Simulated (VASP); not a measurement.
# C (P6_3/mmc) in VASP: further runs

The runs below take C through single point, with PBEsol.

All numbers are computed with VASP 6.6.1; they aren't measurements. Logs are shortened: lines on timing, memory, paths and dates and some standing lists are left out, and cuts for length are marked.

### Step 1. The cell of the first run

It takes space group P6_3/mmc (No. 194, hexagonal). The conventional cell has a = 2.461 Å, b = 2.461 Å, c = 4.163 Å, α = 90.00°, β = 90.00°, γ = 120.00°. Within 2.0 Å of C (site symmetry 3m) lie 4 C at 1.51 to 1.56 Å.

### Step 2. Single point, PBEsol (strained cell)

INCAR

```
SYSTEM = C
ALGO     = Normal         ! electronic algorithm
EDIFF    = 1E-6           ! SCF threshold, eV
ENCUT    = 1300           ! plane-wave cutoff, eV
GGA      = PS             ! functional
GGA_COMPAT= .FALSE.      
ISIF     = 2              ! what is computed and relaxed
ISMEAR   = 0              ! smearing method
LASPH    = .TRUE.         ! aspherical terms in the spheres
LCHARG   = .FALSE.        ! write CHGCAR
LREAL    = .FALSE.        ! projectors in reciprocal space
LWAVE    = .FALSE.        ! write WAVECAR
NBANDS   = 16             ! bands
NELM     = 120            ! most SCF steps
PREC     = Accurate       ! precision mode
SIGMA    = 0.02           ! smearing width, eV
```

KPOINTS

```
k-points
0
G
  9 9 6
  0 0 0
```

POSCAR

```
C
1.0
    2.4612466108      0.0000000000      0.0000000000
   -1.2306233054      2.1315020900      0.0000000000
    0.0000000000      0.0000000000      4.1625633114
C
4
Direct
    0.3333333333      0.6666666667      0.0000573175
    0.6666666667      0.3333333333      0.5000573175
    0.3333333333      0.6666666667      0.3739426825
    0.6666666667      0.3333333333      0.8739426825
```

Potentials or basis: VASP PAW PBE potentials, release 64 (C_h).

On the command line:

```console
$ cat potpaw_PBE.64/C_h/POTCAR > POTCAR
$ mpirun -np 1 vasp_std > vasp.out
```

OUTCAR:

```text
SYSTEM = C
   EDIFF = 1E-6
   ENCUT = 1300
   GGA = PS
   ISIF = 2
   ISMEAR = 0
   LASPH = .TRUE.
   LREAL = .FALSE.
   NELM = 120
   PREC = Accurate

 ion  position               nearest neighbor table
   1  0.333  0.667  0.000-   4 1.51   4 1.51   4 1.51
   2  0.667  0.333  0.500-   3 1.51   3 1.51   3 1.51
   3  0.333  0.667  0.374-   2 1.51   2 1.51   2 1.51
   4  0.667  0.333  0.874-   1 1.51   1 1.51   1 1.51

  LATTYP: Found a hexagonal cell.
 ALAT       =     2.4612466108
 C/A-ratio  =     1.6912418663

  Lattice vectors:

 A1 = (   2.4612466108,   0.0000000000,   0.0000000000)
 A2 = (  -1.2306233054,   2.1315020900,   0.0000000000)
 A3 = (   0.0000000000,   0.0000000000,   4.1625633114)

Analysis of symmetry for initial positions (statically):
=====================================================================
 Subroutine PRICEL returns:
 Original cell was already a primitive cell.

 Routine SETGRP: Setting up the symmetry group for a
 hexagonal supercell.

 Subroutine GETGRP returns: Found 24 space group operations
 (whereof  6 operations were pure point group operations)
 out of a pool of 24 trial point group operations.

The static configuration has the point symmetry C_3v.
 The point group associated with its full space group is D_6h.

Analysis of symmetry for dynamics (positions and initial velocities):
=====================================================================
 Subroutine PRICEL returns:
 Original cell was already a primitive cell.

 Routine SETGRP: Setting up the symmetry group for a
 hexagonal supercell.

 Subroutine GETGRP returns: Found 24 space group operations
 (whereof  6 operations were pure point group operations)
 out of a pool of 24 trial point group operations.

The dynamic configuration has the point symmetry C_3v.
 The point group associated with its full space group is D_6h.

 Subroutine INISYM returns: Found 24 space group operations
 (whereof  6 operations are pure point group operations),
 and found     1 'primitive' translations

----------------------------------------------------------------------------------------

                                     Primitive cell

  volume of cell :      21.8374

  direct lattice vectors                    reciprocal lattice vectors
     2.461246611  0.000000000  0.000000000     0.406298172  0.234576359  0.000000000
    -1.230623305  2.131502090  0.000000000     0.000000000  0.469152718  0.000000000
     0.000000000  0.000000000  4.162563311     0.000000000  0.000000000  0.240236586

  length of vectors
     2.461246611  2.461246611  4.162563311     0.469152719  0.469152718  0.240236586

  position of ions in fractional coordinates (direct lattice)
     0.333333333  0.666666667  0.000057318
     0.666666667  0.333333333  0.500057318
     0.333333333  0.666666667  0.373942683
     0.666666667  0.333333333  0.873942683

  ion indices of the primitive-cell ions
   primitive index   ion index
                 1           1
                 2           2
                 3           3
                 4           4

----------------------------------------------------------------------------------------

 KPOINTS: k-points

Automatic generation of k-mesh.
 Grid dimensions read from file:
 generate k-points for:    9    9    6

 Generating k-lattice:

  Cartesian coordinates                     Fractional coordinates (reciprocal lattice)
     0.045144241  0.026064040  0.000000000     0.111111111 -0.000000000  0.000000000
     0.000000000  0.052128080  0.000000000     0.000000000  0.111111111  0.000000000
     0.000000000  0.000000000  0.040039431     0.000000000  0.000000000  0.166666667

  Length of vectors
     0.052128080  0.052128080  0.040039431

  Shift w.r.t. Gamma in fractional coordinates (k-lattice)
     0.000000000  0.000000000  0.000000000

 Subroutine IBZKPT returns following result:
 ===========================================

 Found     48 irreducible k-points:

 Following reciprocal coordinates:
            Coordinates               Weight
  0.000000  0.000000  0.000000      1.000000
  0.111111  0.000000  0.000000      6.000000
  0.222222 -0.000000  0.000000      6.000000
  0.333333  0.000000  0.000000      6.000000
  0.444444 -0.000000  0.000000      6.000000
  0.111111  0.111111  0.000000      6.000000
[... 16 lines left out ...]
  0.333333  0.222222  0.166667     24.000000
  0.333333  0.333333  0.166667      4.000000
 [... further k-points ...]
   k-points           NKPTS =     48   k-points in BZ     NKDIM =     48   number of bands    NBANDS=     16
   number of dos      NEDOS =    301   number of ions     NIONS =      4
   total plane-waves  NPLWV =  45000
   dimension x,y,z NGX =    30 NGY =   30 NGZ =   50
   dimension x,y,z NGXF=    60 NGYF=   60 NGZF=  100
   ions per type =               4
   NGX,Y,Z   is equivalent  to a cutoff of  20.26, 20.26, 19.97 a.u.
   NGXF,Y,Z  is equivalent  to a cutoff of  40.53, 40.53, 39.94 a.u.
 SYSTEM =  C
   PREC   = accura    normal or accurate (medium, high low for compatibility)
   ISTART =      0    job   : 0-new  1-cont  2-samecut
   ICHARG =      2    charge: 1-file 2-atom 10-const
   ISPIN  =      1    spin polarized calculation?
   LNONCOLLINEAR =      F non collinear calculations
   LSORBIT =      F    spin-orbit coupling
   LASPH  =      T    aspherical Exc in radial PAW
   ENCUT  = 1300.0 eV  95.55 Ry    9.77 a.u.   7.24  7.24 12.24*2*pi/ulx,y,z
   NELM   =    120;   NELMIN=  2; NELMDL= -5     # of ELM steps
   EDIFF  = 0.1E-05   stopping-criterion for ELM
   LREAL  =      F    real-space projection
   EDIFFG = 0.1E-04   stopping-criterion for IOM
   NSW    =      0    number of steps for IOM
   IBRION =     -1    ionic relax: 0-MD 1-quasi-New 2-CG
   NFREE  =      0    steps in history (QN), initial steepest desc. (CG)
   ISIF   =      2    stress and relaxation
   ISYM   =      2    0-nonsym 1-usesym 2-fastsym
   POTIM  = 0.5000    time-step for ionic-motion
   TEBEG  =    0.0;   TEEND  =   0.0 temperature during run
   PSTRESS=    0.0 pullay stress
   NELECT =      16.0000    total number of electrons
   NUPDOWN=      -1.0000    fix difference up-down
   EMIN   =  10.00;   EMAX   =-10.00  energy-range for DOS
   EFERMI =   0.00;   METHOD = LEGACY
   ISMEAR =     0;   SIGMA  =   0.02  broadening in eV -4-tet -1-fermi 0-gaus
   EFERMI_NEDOS =   21; number of points for ismear=-14 and -15
   IALGO  =     38    algorithm
   IMIX   =      4    mixing-type and parameters
     AMIX     =   0.40;   BMIX     =  1.00
     AMIX_MAG =   1.60;   BMIX_MAG =  1.00
  volume/ion in A,a.u.               =       5.46        36.84
  Fermi-wavevector in a.u.,A,eV,Ry     =   1.475868  2.788987 29.636033  2.178187
  Thomas-Fermi vector in A             =   2.590465
   LORBIT       =      0    0 simple, 1 ext, 2 COOP (PROOUT), +10 PAW based schemes
   GGA     = PS    functional components
   LHFCALC =     F    Hartree Fock is set to
   AEXX    =    0.0000 exact exchange contribution
   IVDW    =     0    specifies the selected vdW correction
   LEPSILON=     F    determine dielectric tensor
   LRPA    =     F    only Hartree local field effects (RPA)
 non-spin polarized calculation
 Gauss-broadening in eV      SIGMA  =   0.02
  energy-cutoff  :     1300.00
  volume of cell :       21.84
 maximum number of plane-waves:      2352
 NGX is ok and might be reduce to    30
   NGX = 15   NGY = 15   NGZ = 25

 number of electron      16.0000000 magnetization

 Free energy of the ion-electron system (eV)
  ---------------------------------------------------
  ext. energy  EPLUGINS =         0.00000000
  ---------------------------------------------------
  free energy    TOTEN  =       -38.41336823 eV

  energy without entropy =      -38.41336823  energy(sigma->0) =      -38.41336823

 E-fermi :  12.0141     XC(G=0): -13.7627

 val. band max:       11.8477802038   @ k =   0.0000   0.0000   0.0000
 cond. band min:      14.7249144774   @ k =   0.3333   0.3333   0.0000
 fundamental gap:      2.8771342736
 Fermi energy:        12.0141208759

 k-point     1 :       0.0000    0.0000    0.0000
  band No.  band energies     occupation
      1     -10.5376      2.00000
      2      -4.9191      2.00000
      3      -2.4054      2.00000
      4       8.7891      2.00000
      5       8.7891      2.00000
      6      11.2516      2.00000
[... 8 lines left out ...]
     15      27.0476      0.00000
     16      29.7812      0.00000

 k-point     2 :       0.1111    0.0000    0.0000
  band No.  band energies     occupation
      1     -10.2184      2.00000
      2      -4.6330      2.00000
      3      -2.1002      2.00000
      4       7.2954      2.00000
      5       8.1519      2.00000
      6      10.5652      2.00000
[... 8 lines left out ...]
     15      27.3865      0.00000
     16      28.4845      0.00000

 k-point     3 :       0.2222   -0.0000    0.0000
  band No.  band energies     occupation
      1      -9.2670      2.00000
      2      -3.7795      2.00000
      3      -1.2195      2.00000
      4       4.1651      2.00000
      5       6.9194      2.00000
      6       7.8817      2.00000
[... 8 lines left out ...]
     15      26.6278      0.00000
     16      27.9431      0.00000

 k-point     4 :       0.3333    0.0000    0.0000
  band No.  band energies     occupation
      1      -7.7084      2.00000
      2      -2.3770      2.00000
      3      -0.1901      2.00000
      4       1.1306      2.00000
      5       4.9187      2.00000
      6       5.8616      2.00000
[... 8 lines left out ...]
     15      27.2042      0.00000
     16      28.6809      0.00000
[... 324 lines left out ...]
 k-point    22 :       0.2222    0.2222    0.1667
  band No.  band energies     occupation
      1      -6.6110      2.00000
      2      -2.5544      2.00000
      3       0.4587      2.00000
      4       2.6296      2.00000
      5       2.9423      2.00000
      6       4.1697      2.00000
[... 8 lines left out ...]
     15      25.7647      0.00000
     16      28.1683      0.00000

 k-point    23 :       0.3333    0.2222    0.1667
  band No.  band energies     occupation
      1      -4.6224      2.00000
      2      -1.8294      2.00000
      3      -0.5868      2.00000
      4       1.7124      2.00000
      5       2.0730      2.00000
      6       3.9838      2.00000
[... 8 lines left out ...]
     15      27.3112      0.00000
     16      28.8446      0.00000

 k-point    24 :       0.3333    0.3333    0.1667
  band No.  band energies     occupation
      1      -2.8483      2.00000
      2      -2.8483      2.00000
      3       0.3735      2.00000
      4       1.0389      2.00000
      5       1.0389      2.00000
      6       3.8722      2.00000
[... 8 lines left out ...]
     15      28.0921      0.00000
     16      28.0921      0.00000

 [... further k-points ...]

------------------------ aborting loop because EDIFF is reached ----------------------------------------

  FORCE on cell =-STRESS in cart. coord.  units (eV):
  Direction    XX          YY          ZZ          XY          YZ          ZX
  --------------------------------------------------------------------------------------
  -------------------------------------------------------------------------------------
  Total        2.9329749      2.9329749      0.0238014      0.0000000      0.0000000      0.0000000
  in kB      215.1875711    215.1875711      1.7462703      0.0000000      0.0000000      0.0000000
  external PRESSURE =     144.0404708 kB  Pullay stress =       0.0000000 kB

 VOLUME and BASIS-vectors are now :
 -----------------------------------------------------------------------------
  energy-cutoff  :     1300.00
  volume of cell :       21.84
      direct lattice vectors                 reciprocal lattice vectors
     2.461246611  0.000000000  0.000000000     0.406298172  0.234576359  0.000000000
    -1.230623305  2.131502090  0.000000000     0.000000000  0.469152718  0.000000000
     0.000000000  0.000000000  4.162563311     0.000000000  0.000000000  0.240236586

 POSITION                                       TOTAL-FORCE (eV/Angst)
 -----------------------------------------------------------------------------------
     -0.00000      1.42100      0.00024        -0.000000      0.000000      0.001197
      1.23062      0.71050      2.08152         0.000000     -0.000000      0.001197
     -0.00000      1.42100      1.55656         0.000000     -0.000000     -0.001197
      1.23062      0.71050      3.63784        -0.000000     -0.000000     -0.001197
 -----------------------------------------------------------------------------------
    total drift:                               -0.000000      0.000000      0.000002

  FREE ENERGIE OF THE ION-ELECTRON SYSTEM (eV)
  ---------------------------------------------------
  free  energy   TOTEN  =       -38.4133682279 eV

  energy  without entropy=      -38.4133682279  energy(sigma->0) =      -38.41336823
```

Wall time 21 s (1 thread of Intel Xeon 6975P-C (Granite Rapids), shared host); peak memory 0.2 GiB.

Results:

| Quantity | Value |
| --- | --- |
| Free energy | -38.4134 eV |
| Pressure | 14.4 GPa |
| Band gap on the k mesh | 2.88 eV (least direct gap 4.96 eV) |

Caveat: the cell differs from its parent crystal (strained cell); the stress differs along the axes, from 0 to 22 GPa; the PAW data sets were made with another functional, which shifts forces and pressure a little. A k mesh can miss the band edges.

### Step 3. Single point, PBEsol (strained cell)

INCAR

```
SYSTEM = C
PREC = Accurate
ENCUT = 1300
EDIFF = 1E-6
ISMEAR = 0
SIGMA = 0.02
LREAL = .FALSE.
LASPH = .TRUE.
NELM = 120
ALGO = Normal
ISIF = 2
LWAVE = .FALSE.
LCHARG = .FALSE.
GGA = PS
NBANDS = 16
GGA_COMPAT = .FALSE.
```

KPOINTS

```
Automatic mesh
0
G
  9 9 6
  0 0 0
```

Edit POSCAR of step 2 so:

```diff
@@ -4,3 +4,3 @@
    -1.2306233054      2.1315020900      0.0000000000
-    0.0000000000      0.0000000000      4.1625633114
+    0.0000000000      0.0000000000      4.1627789746
 C
```

Potentials or basis: VASP PAW PBE potentials, release 64 (C_h).

On the command line:

```console
$ cat potpaw_PBE.64/C_h/POTCAR > POTCAR
$ mpirun -np 1 vasp_std > vasp.out
```

Run time: 43 s. Hardware: 1 thread of Intel Xeon Platinum 8488C (Sapphire Rapids), shared host; peak memory 0.21 GiB.

The run converged. Its results:

| Quantity | Value |
| --- | --- |
| Free energy | -38.4134 eV |
| Pressure | 14.4 GPa |
| Band gap on the k mesh | 2.88 eV (least direct gap 4.96 eV) |

Stress tensor (GPa, compression positive):
```
21.52  0.00  0.00
 0.00 21.52  0.00
 0.00  0.00  0.10
```

Levels at points of the mesh, in eV from the valence-band top:
```csv
k point,band 5,band 6,band 7,band 8,band 9,band 10,band 11,band 12
"(0.00, 0.00, 0.00)",-3.06,-0.60,0.00,0.00,4.96,5.15,5.15,9.00
"(0.00, 0.00, 0.50)",-1.83,-1.83,-1.83,-1.83,7.42,7.42,7.42,7.42
```

Caveat: the cell differs from its parent crystal (strained cell); the stress differs along the axes, from 0 to 22 GPa; the PAW data sets were made with another functional, which shifts forces and pressure a little.

### Step 4. Single point, PBEsol (strained cell)

INCAR is that of step 3.

KPOINTS

```
regular mesh
0
G
  9 9 6
  0 0 0
```

POSCAR

```
C
1.0
    2.4612466108      0.0000000000      0.0000000000
   -1.2306233054      2.1315020900      0.0000000000
    0.0000000000      0.0000000000      4.1980341080
C
4
Direct
    0.3333333333      0.6666666667      0.0000300285
    0.6666666667      0.3333333333      0.5000300285
    0.3333333333      0.6666666667      0.3739699715
    0.6666666667      0.3333333333      0.8739699715
```

On the command line:

```console
$ cat potpaw_PBE.64/C_h/POTCAR > POTCAR
$ mpirun -np 1 vasp_std > vasp.out
```

Wall time 24 s (1 thread of AMD EPYC 9R45 (Zen 5), shared host); peak memory 0.18 GiB.

Results (log left out):

```yaml
Free_energy: -38.4072 eV
Pressure: 10.4 GPa
Band_gap_on_the_k_mesh: 2.90 eV (least direct gap 4.70 eV)
```

Stress tensor (GPa, compression positive):
```
 21.14   0.00   0.00
  0.00  21.14   0.00
  0.00   0.00 -11.23
```

Levels at points of the mesh, in eV from the valence-band top:
```csv
k point,band 6,band 7,band 8,band 9,band 10,band 11
"(0.00, 0.00, 0.00)",-0.60,0.00,0.00,4.70,5.24,5.24
"(0.00, 0.00, 0.50)",-1.75,-1.75,-1.75,7.45,7.45,7.45
```

Caveat: the cell differs from its parent crystal (strained cell); the stress differs along the axes, from -11 to 21 GPa; the PAW data sets were made with another functional, which shifts forces and pressure a little.

(Part 1 of 2 ends here.)
